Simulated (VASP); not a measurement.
# O (Fmmm) in VASP: further runs, part 2 of 4

VASP 6.6.1. Earlier steps stand in the parts before.

## Step 3: Electric field gradients, PBE (10.21 Å³/atom)

This run uses another cell than the first one, of 10.21 Å³/atom.

File INCAR:

```
PREC = Accurate
ENCUT = 520
EDIFF = 1E-8
ISMEAR = -1
SIGMA = 0.01
LREAL = F
LASPH = T
NELM = 100
ALGO = Normal
ISIF = 2
LWAVE = F
LCHARG = F
GGA = PE
LEFG = T
NBANDS = 13
```

File KPOINTS:

```
Automatic mesh
0
Gamma
  12 12 12
```

File POSCAR:

```
O
1.0
    0.0000000000      2.0934049429      3.3224006659
    1.4684278890      0.0000000000      3.3224006659
    1.4684278890      2.0934049429      0.0000000000
O
2
Direct
    0.0871000000      0.0871000000      0.9129000000
    0.9129000000      0.9129000000      0.0871000000
```

Potentials or basis: VASP PAW PBE potentials, release 64 (O).

The run is started by

```console
cat potpaw_PBE.64/O/POTCAR > POTCAR
mpirun -np 1 vasp_std > vasp.out
```

OUTCAR:

```text
PREC = Accurate
   ENCUT = 520
   EDIFF = 1E-8
   ISMEAR = -1
   LREAL = F
   LASPH = T
   NELM = 100
   ISIF = 2
   GGA = PE

 ion  position               nearest neighbor table
   1  0.087  0.087  0.913-   2 1.16
   2  0.913  0.913  0.087-   1 1.16

  LATTYP: Found a face centered orthorhombic cell.
 ALAT       =     2.9368557780
 B/A-ratio  =     1.4256096323
 C/A-ratio  =     2.2625562282

  Lattice vectors:

 A1 = (   0.0000000000,   2.0934049429,   3.3224006659)
 A2 = (   1.4684278890,   0.0000000000,   3.3224006659)
 A3 = (   1.4684278890,   2.0934049429,   0.0000000000)

Analysis of symmetry for initial positions (statically):
=====================================================================
 Subroutine PRICEL returns:
 Original cell was already a primitive cell.

 Routine SETGRP: Setting up the symmetry group for a
 face centered orthorhombic supercell.

 Subroutine GETGRP returns: Found  8 space group operations
 (whereof  8 operations were pure point group operations)
 out of a pool of  8 trial point group operations.

The static configuration has the point symmetry D_2h.

Analysis of symmetry for dynamics (positions and initial velocities):
=====================================================================
 Subroutine PRICEL returns:
 Original cell was already a primitive cell.

 Routine SETGRP: Setting up the symmetry group for a
 face centered orthorhombic supercell.

 Subroutine GETGRP returns: Found  8 space group operations
 (whereof  8 operations were pure point group operations)
 out of a pool of  8 trial point group operations.

The dynamic configuration has the point symmetry D_2h.

 Subroutine INISYM returns: Found  8 space group operations
 (whereof  8 operations are pure point group operations),
 and found     1 'primitive' translations

----------------------------------------------------------------------------------------

                                     Primitive cell

  volume of cell :      20.4262

  direct lattice vectors                    reciprocal lattice vectors
     0.000000000  2.093404943  3.322400666    -0.340500207  0.238845333  0.150493589
     1.468427889  0.000000000  3.322400666     0.340500207 -0.238845333  0.150493589
     1.468427889  2.093404943  0.000000000     0.340500207  0.238845333 -0.150493589

  length of vectors
     3.926918695  3.632440867  2.557073468     0.442307364  0.442307364  0.442307364

  position of ions in fractional coordinates (direct lattice)
     0.087100000  0.087100000  0.912900000
     0.912900000  0.912900000  0.087100000

  ion indices of the primitive-cell ions
   primitive index   ion index
                 1           1
                 2           2

----------------------------------------------------------------------------------------

 KPOINTS: Automatic mesh

Automatic generation of k-mesh.
 Grid dimensions read from file:
 generate k-points for:   12   12   12

 Generating k-lattice:
[... 74 lines left out ...]
   NUPDOWN=      -1.0000    fix difference up-down
   EMIN   =  10.00;   EMAX   =-10.00  energy-range for DOS
   EFERMI =   0.00;   METHOD = LEGACY
   ISMEAR =    -1;   SIGMA  =   0.01  broadening in eV -4-tet -1-fermi 0-gaus
   EFERMI_NEDOS =   21; number of points for ismear=-14 and -15
   IALGO  =     38    algorithm
   IMIX   =      4    mixing-type and parameters
     AMIX     =   0.40;   BMIX     =  1.00
     AMIX_MAG =   1.60;   BMIX_MAG =  1.00
  volume/ion in A,a.u.               =      10.21        68.92
  Fermi-wavevector in a.u.,A,eV,Ry     =   1.371111  2.591024 25.578211  1.879945
  Thomas-Fermi vector in A             =   2.496837
   LORBIT       =      0    0 simple, 1 ext, 2 COOP (PROOUT), +10 PAW based schemes
   GGA     = PE    functional components
[... 5 lines left out ...]
 non-spin polarized calculation
  energy-cutoff  :      520.00
  volume of cell :       20.43
 maximum number of plane-waves:       566
 NGX is ok and might be reduce to    30
   NGX = 15   NGY = 13   NGZ =  9

 number of electron      12.0000000 magnetization

 Free energy of the ion-electron system (eV)
  ---------------------------------------------------
  ext. energy  EPLUGINS =         0.00000000
  ---------------------------------------------------
  free energy    TOTEN  =        -9.25863375 eV

  energy without entropy =       -9.25816634  energy(sigma->0) =       -9.25840004

 E-fermi :   1.6642     XC(G=0): -10.0101

 val. band max:        1.6569803574   @ k =   0.5000  -0.3333   0.1667
 cond. band min:       1.6647325919   @ k =   0.4167  -0.4167   0.1667
 fundamental gap:      0.0077522345
 Fermi energy:         1.6641843840

 k-point     1 :       0.0000    0.0000    0.0000
  band No.  band energies     occupation
      1     -27.4773      2.00000
      2     -12.3433      2.00000
      3      -8.1477      2.00000
      4      -5.0863      2.00000
      5      -4.7588      2.00000
      6       2.2715      0.00000
      7       2.8542      0.00000
      8      11.1590      0.00000
      9      14.0670      0.00000
     10      17.2029      0.00000
     11      21.7327      0.00000
     12      22.5216      0.00000
     13      26.9539      0.00000
[... 354 lines left out ...]
  band No.  band energies     occupation
      1     -26.9589      2.00000
      2     -12.5134      2.00000
      3      -7.9085      2.00000
      4      -5.9978      2.00000
      5      -5.1220      2.00000
      6       0.3900      2.00000
      7       2.6383      0.00000
      8      12.4268      0.00000
      9      15.6250      0.00000
     10      16.6991      0.00000
     11      18.4761      0.00000
     12      21.7256      0.00000
     13      26.8055      0.00000

 [... further k-points ...]

------------------------ aborting loop because EDIFF is reached ----------------------------------------

  FORCE on cell =-STRESS in cart. coord.  units (eV):
  Direction    XX          YY          ZZ          XY          YZ          ZX
  --------------------------------------------------------------------------------------
  -------------------------------------------------------------------------------------
  Total       -0.0900385     -0.7204039      9.1550218      0.0000000      0.0000000      0.0000000
  in kB       -7.0623750    -56.5065504    718.0953176      0.0000000      0.0000000      0.0000000
  external PRESSURE =     218.1754641 kB  Pullay stress =       0.0000000 kB

 VOLUME and BASIS-vectors are now :
 -----------------------------------------------------------------------------
  energy-cutoff  :      520.00
  volume of cell :       20.43
      direct lattice vectors                 reciprocal lattice vectors
     0.000000000  2.093404943  3.322400666    -0.340500207  0.238845333  0.150493589
     1.468427889  0.000000000  3.322400666     0.340500207 -0.238845333  0.150493589
     1.468427889  2.093404943  0.000000000     0.340500207  0.238845333 -0.150493589

 POSITION                                       TOTAL-FORCE (eV/Angst)
 -----------------------------------------------------------------------------------
      1.46843      2.09340      0.57876         0.000000      0.000000      6.640207
      1.46843      2.09340      6.06604         0.000000      0.000000     -6.640207
 -----------------------------------------------------------------------------------
    total drift:                                0.000000      0.000000      0.000000

  FREE ENERGIE OF THE ION-ELECTRON SYSTEM (eV)
  ---------------------------------------------------
  free  energy   TOTEN  =        -9.2586337523 eV

  energy  without entropy=       -9.2581663366  energy(sigma->0) =       -9.25840004

 Electric field gradients (V/A^2)
---------------------------------------------------------------------
 ion       V_xx      V_yy      V_zz      V_xy      V_xz      V_yz
---------------------------------------------------------------------
   1     -61.032   -49.797   110.829    -0.001     0.003     0.002
   2     -61.032   -49.797   110.829    -0.001     0.003     0.002
---------------------------------------------------------------------

 Electric field gradients after diagonalization (V/A^2)
 (convention: |V_zz| > |V_xx| > |V_yy|)
----------------------------------------------------------------------
 ion       V_xx      V_yy      V_zz     asymmetry (V_yy - V_xx)/ V_zz
----------------------------------------------------------------------
   1     -61.032   -49.797   110.829       0.101
   2     -61.032   -49.797   110.829       0.101
----------------------------------------------------------------------

           NMR quadrupolar parameters

 Cq : quadrupolar parameter    Cq=e*Q*V_zz/h
 eta: asymmetry parameters     (V_yy - V_xx)/ V_zz
 Q  : nuclear electric quadrupole moment in mb (millibarn)
----------------------------------------------------------------------
 ion       Cq(MHz)       eta       Q (mb)
----------------------------------------------------------------------
   1       0.268       0.101       1.000
   2       0.268       0.101       1.000
----------------------------------------------------------------------
```

stdout:

```text
POSCAR found type information on POSCAR O
 POSCAR found :  1 types and       2 ions
 scaLAPACK will be used
 LDA part: xc-table for (Slater+PW92), standard interpolation
 POSCAR, INCAR and KPOINTS ok, starting setup
 FFT: planning ... GRIDC
 FFT: planning ... GRID_SOFT
 FFT: planning ... GRID
 WAVECAR not read
 entering main loop
ion   1

ion   2
```

Run time: 52 s. Hardware: 1 thread of Intel Xeon Platinum 8488C (Sapphire Rapids), shared host; peak memory 0.18 GiB.

Results:

* Free energy: -9.2586 eV
* Pressure: 21.8 GPa
* Largest force: 6.640 eV/Å
* Band gap on the k mesh: zero (bands 6 and 7 overlap by 1.82 eV)
* Largest electric field gradient by atom: O +110.8 V/Å²

Forces in eV/Å, atoms in the order of the input:
```
O    0.000  0.000  6.640
O    0.000  0.000 -6.640
```

Stress tensor (GPa, compression positive):
```
-0.71  0.00  0.00
 0.00 -5.65  0.00
 0.00  0.00 71.81
```

Electric field gradients, principal values (V/Å²):
```
atom    least   middle  greatest (by size)
 1 O  -49.797  -61.032             110.829
 2 O  -49.797  -61.032             110.829
```

Caveat: the standard files for N, O and F lose accuracy on very short bonds; spin is off for a triplet molecule; the cell stands under pressure; this functional lacks dispersion, which holds the molecules together, so the pressure and a relaxed volume are unreliable; without QUAD_EFG the Cq values of the log hold for a quadrupole moment of 1 mb, not for the nuclei; forces of over 1 eV/Å act on the atoms, so gaps and moduli don't describe the material at rest.

(Part 2 of 4 ends here.)
